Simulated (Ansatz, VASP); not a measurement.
Pt: VASP beside Ansatz

Contents of INCAR:

```
SYSTEM = Pt
ALGO = Fast ; EDIFF = 1E-7
ENCUT = 520 ; ISIF = 2
ISMEAR = 0 ; LASPH = .True.
LCHARG = .True. ; LELF = .True.
LREAL = .False. ; LVHAR = .True.
LWAVE = .False. ; NBANDS = 17
NELM = 60 ; PREC = Accurate
SIGMA = 0.15
```

Contents of KPOINTS:

```
k-points
0
Gamma
  18 18 10
  0 0 0
```

Contents of POSCAR:

```
Pt
1.0
    2.7081940711      0.0000000000      0.0000000000
   -1.3540970355      2.3453648639      0.0000000000
    0.0000000000      0.0000000000      4.6773974959
Pt
2
Direct
    0.6869833350      0.3739666699      0.7500000000
    0.3130166650      0.6260333301      0.2500000000
```

Input for Ansatz:

```yaml
crystal:
  lattice:
    - [2.7081940711, 0.0, 0.0]
    - [-1.3540970355, 2.3453648639, 0.0]
    - [0.0, 0.0, 4.6773974959]
  atoms:
    - { symbol: Pt, position: [0.686983335, 0.3739666699, 0.75] }
    - { symbol: Pt, position: [0.313016665, 0.6260333301, 0.25] }
basis:
  ecutwfc: 420
kpoints:
  mp_grid: { grid: [18, 18, 10] }
hamiltonian:
  xc: lda
scf:
  occupations: { method: gaussian, width: 0.15 }
output:
  forces: true
  stress: true
  eigenvalues: true
```

Change from the starting cell: mode 1 frozen in at +0.000 Å and mode 2 at +0.095 Å (largest displacements).

Alike in both runs: task single point; functional LDA; k mesh 18 × 18 × 10; occupations gaussian, width 0.15 eV; no spin polarisation.

```csv
,VASP,Ansatz
version,VASP 6.6.1,Ansatz 0.2.0
potentials or method,"VASP PAW LDA potentials, release 64 (Pt), cutoff 520 eV","scalar-relativistic, plane waves, PAW"
valence electrons in the cell,20,36
```

```tsv
	VASP	Ansatz	Ansatz less VASP
gap on the k mesh at the Fermi level (eV)	none	none	-
pressure (GPa)	1.1	0.3	-0.77
traceless stress, the component that is largest in VASP (GPa)	-0.07	0.22	+0.291
rms of the force components (eV/Å)	0.064	0.069	+0.0050
```

LDA's correlation is that of Perdew and Zunger in VASP and of Perdew and Wang (1992) in Ansatz. Atom by atom the forces differ by 0.005 eV/Å (rms over components). A gap of «none» marks a metal or a gap that the smearing closes. VASP's potentials hold 20 valence electrons a cell and Ansatz's 36, so a difference there can come from the potentials and not from the codes.

Neither program's run includes spin-orbit coupling.
